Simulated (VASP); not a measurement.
TiC: single point with PBE

The system is TiC.

```
Ti C
1.0
     0.00000   -2.16646   -2.16646
     0.00000    2.16646   -2.16646
     4.33292    0.00000    0.00000
Ti C
2 2
Direct
  0.54327 0.45673 0.50000
  0.95673 0.04327 0.00000
  0.49281 0.50719 0.00000
  0.00719 0.99281 0.50000
```

This cell differs from its parent crystal: atoms displaced along a vibrational mode.

- Program: VASP 6.6.1
- Task: single point
- Functional: PBE
- Potentials or basis: VASP PAW PBE potentials, release 64 (Ti_sv, C)
- Cutoff: 520 eV
- k mesh: 20 × 20 × 14
- Occupations: gaussian, width 0.15 eV
- Spin: no spin polarisation
- Dipole correction: no
- Further INCAR settings: ALGO = Normal; EDIFF = 1e-06; NBANDS = 24

The pressure is 5.3 GPa and the largest force is 2.940 eV/Å. The band gap on the k mesh is zero (bands 16 and 17 overlap by 1.18 eV).

Forces in eV/Å, atoms in the order of the input:
```
Ti   0.000  2.940  0.000
Ti   0.000 -2.940  0.000
C    0.000  0.247  0.000
C    0.000 -0.247  0.000
```

Stress tensor (GPa, compression positive):
```
 8.46  0.00  0.00
 0.00  9.04  0.00
 0.00  0.00 -1.68
```

Levels at points of the mesh, in eV from the Fermi level:
```tsv
k point	band 13	band 14	band 15	band 16	band 17	band 18	band 19	band 20
(0.00, 0.00, 0.00)	-1.13	-0.33	0.67	0.79	0.92	1.06	1.83	1.88
(0.50, 0.00, 0.00)	-3.23	-2.55	-2.20	-2.14	1.48	2.37	2.92	3.29
(0.50, 0.50, 0.00)	-1.59	-1.47	-0.67	-0.15	-0.01	0.00	2.75	3.08
(0.00, 0.00, 0.50)	-1.57	-1.57	-0.48	-0.48	0.83	0.83	2.46	2.46
(0.50, 0.00, 0.50)	-2.86	-2.86	-2.73	-2.73	2.71	2.71	2.99	2.99
(0.50, 0.50, 0.50)	-2.96	-2.96	-2.70	-2.70	2.79	2.79	2.89	2.89
```

Run time: 5.8 min on 1 thread of Intel(R) Xeon(R) Platinum 8488C (Sapphire Rapids), on a shared host, peak memory 0.75 GiB.

Caveat: the cell differs from its parent crystal (atoms displaced along a vibrational mode); the cell stands under pressure; forces of over 1 eV/Å act on the atoms, so gaps and moduli don't describe the material at rest.
